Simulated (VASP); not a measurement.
# HCl: single point with PBE+D3(BJ)

System: HCl.

```xyz
20
Lattice="7.4169 0.0000 0.0000 0.0000 7.4169 0.0000 0.0000 0.0000 7.4169" Properties=species:S:1:pos:R:3 pbc="T T T"
Cl    4.4004    2.4789    4.5089
Cl    3.0067    1.3446   -0.1132
Cl    4.6838    4.2400    1.5734
Cl   -0.3377    4.8005    4.3072
Cl    7.7651    3.7024    7.4397
Cl    3.5635    5.8154    5.4804
Cl    5.7168    7.9042    2.0377
Cl    1.2975    1.9685    3.2059
Cl   -0.3234    0.2109    6.1199
Cl    1.7440    6.1425    1.8081
H     4.5970    3.2403    3.4388
H     2.5977    0.3877    0.6906
H     3.6785    5.0407    1.8696
H     0.3048    3.7339    3.8657
H     7.4024    4.1715    6.2539
H     3.3477    7.0240    5.9551
H     6.2161    7.7938    0.8332
H     2.4859    2.2253    3.7300
H     0.7030    0.9322    6.4814
H     1.2727    5.2514    0.9077
```

```yaml
Program: VASP 6.6.1
Task: single point
Functional: PBE
Dispersion: D3(BJ)
Potentials_or_basis: VASP PAW PBE potentials, release 64 (Cl, H)
Cutoff: 520 eV
k_mesh: 1 × 1 × 1
Occupations: fermi-dirac, width 0.05 eV
Spin: no spin polarisation
```

```yaml
Pressure: 0.2 GPa
Largest_force: 0.420 eV/Å
Dispersion_energy_per_atom: -0.080 eV
```

Forces in eV/Å, atoms in the order of the input:
```
Cl  -0.021  0.140 -0.116
Cl  -0.130 -0.063  0.022
Cl  -0.301  0.194  0.118
Cl   0.067 -0.139  0.004
Cl   0.002 -0.137 -0.025
Cl  -0.067  0.365  0.130
Cl   0.159 -0.007 -0.207
Cl   0.040  0.024  0.006
Cl   0.200  0.189  0.142
Cl  -0.034 -0.236 -0.244
H    0.010 -0.114  0.088
H    0.042  0.036 -0.044
H    0.233 -0.179 -0.125
H   -0.073  0.102  0.038
H    0.034  0.089 -0.026
H    0.080 -0.380 -0.135
H   -0.129 -0.013  0.208
H   -0.049 -0.031 -0.011
H   -0.169 -0.138 -0.098
H    0.107  0.298  0.276
```

Stress tensor (GPa, compression positive):
```
 0.23 -0.12 -0.11
-0.12  0.23  0.02
-0.11  0.02  0.25
```

Levels at points of the mesh, in eV from the Fermi level:
```tsv
k point	band 38	band 39	band 40	band 41	band 42	band 43
(0.00, 0.00, 0.00)	-1.38	-1.32	-1.24	4.43	5.52	5.59
```

Run time: 56 s on 1 thread of Intel(R) Xeon(R) Platinum 8259CL CPU @ 2.50GHz (Skylake/Cascade Lake), on a shared host, peak memory 0.42 GiB.

Caveat: the k points lie up to 0.85 Å⁻¹ apart.
